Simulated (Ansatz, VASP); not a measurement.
## HfN: VASP beside Ansatz

```
CELL_PARAMETERS angstrom
0.00000 2.34936 2.43972
2.34936 0.00000 2.43972
2.34936 2.34936 0.00000
ATOMIC_POSITIONS crystal
Hf 0.00000 0.00000 0.00000
N 0.50000 0.50000 0.50000
```

Change from the starting cell: strain +0.040 along x and y, +0.080 along z, atoms carried along.

Alike in both runs: task single point; functional PBEsol; k mesh 18 × 18 × 18; occupations gaussian, width 0.15 eV; no spin polarisation.

```csv
,VASP,Ansatz
version,VASP 6.6.1,Ansatz 0.2.0
potentials or method,"VASP PAW PBE potentials, release 64 (Hf_pv, N), cutoff 520 eV","scalar-relativistic, plane waves, PAW"
valence electrons in the cell,15,31
```

VASP gave:

- gap on the k mesh at the Fermi level (eV): none
- pressure (GPa): -34.1
- traceless stress, the component that is largest in VASP (GPa): -4.36

Problem. What did Ansatz give for the same quantities?

Solution. gap on the k mesh at the Fermi level (eV): none; pressure (GPa): -32.5; traceless stress, the component that is largest in VASP (GPa): -4.51.

VASP's potentials were made for PBE, not for PBEsol. A gap of «none» marks a metal or a gap that the smearing closes. Both programs put the cell under strong tension, so it lies far from rest at this level. VASP's potentials hold 15 valence electrons a cell and Ansatz's 31, so a difference there can come from the potentials and not from the codes.

Spin-orbit coupling is off throughout. Noted on VASP's run: the cell as given lies far from equilibrium.
